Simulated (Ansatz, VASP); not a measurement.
**SiC in VASP and in Ansatz**

```
Si C
1.0
     0.00000    2.17832    2.17832
     2.17832    0.00000    2.17832
     2.17832    2.17832    0.00000
Si C
1 1
Direct
  0.00000 0.00000 0.00000
  0.25000 0.25000 0.25000
```

Alike in both runs: task single point; functional PBE0; k mesh 8 × 8 × 8; occupations fermi-dirac, width 0.02 eV; no spin polarisation.

```csv
,VASP,Ansatz
version,VASP 6.6.1,Ansatz 0.2.0
potentials or method,"VASP PAW PBE potentials, release 64 (Si, C), cutoff 520 eV",PAW plane waves
valence electrons in the cell,8,8
```

VASP gave:

- gap on the k mesh at the Fermi level (eV): 2.96
- pressure (GPa): -1.8

Which values does Ansatz return?

gap on the k mesh at the Fermi level (eV): 2.95; pressure (GPa): -1.4.

With one functional, cell and mesh, what is left measures potentials, basis and numerics. Ansatz's warnings: stress exchange threshold loose, stress scf threshold loose.
